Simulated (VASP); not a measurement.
## Ga3IrRu: single point with PBE

Crystal: Ga3IrRu.

```
Ga Ru Ir
1.0
     5.15187    0.00000    0.00000
    -2.57593    4.46165    0.00000
     0.00000    0.00000    4.78959
Ga Ru Ir
3 1 1
Cartesian
  2.5759 0.0000 0.0000
  -1.2880 2.2308 0.0000
  1.2880 2.2308 0.0000
  0.0000 0.0000 2.3948
  0.0000 0.0000 0.0000
```

The cell was built from a structure type or drawn by symmetry, and may not be a known phase.

```json
{"Program": "VASP 6.6.1", "Task": "single point", "Functional": "PBE", "Potentials or basis": "VASP PAW PBE potentials, release 64 (Ga_d, Ru_pv, Ir)", "Cutoff": "520 eV", "k mesh": "6 × 6 × 4", "Occupations": "gaussian, width 0.1 eV", "Spin": "no spin polarisation", "Dipole correction": "no", "Further INCAR settings": "ALGO = Normal; EDIFF = 1e-07; NBANDS = 39"}
```

```json
{
  "Pressure": "0.2 GPa",
  "Band gap on the k mesh": "zero (bands 31 and 32 overlap by 1.69 eV)"
}
```

Stress tensor (GPa, compression positive):
```
0.10 0.00 0.00
0.00 0.10 0.00
0.00 0.00 0.33
```

Levels at points of the mesh, in eV from the Fermi level:
```csv
k point,band 29,band 30,band 31,band 32,band 33,band 34
"(0.00, 0.00, 0.00)",-0.56,-0.26,-0.26,0.83,1.01,1.01
"(0.50, 0.00, 0.00)",-0.07,0.29,0.79,1.00,1.01,1.65
"(0.00, 0.00, 0.50)",-1.77,-0.66,-0.66,0.27,0.27,1.19
"(0.50, 0.00, 0.50)",-1.18,-0.89,-0.75,-0.25,-0.23,-0.01
```

Run time: 3.4 min on 1 thread of Intel Xeon 8259CL, with other jobs on the host, peak memory 0.28 GiB.

Caveat: spin-orbit coupling is left out, which moves the levels of the heavy elements.
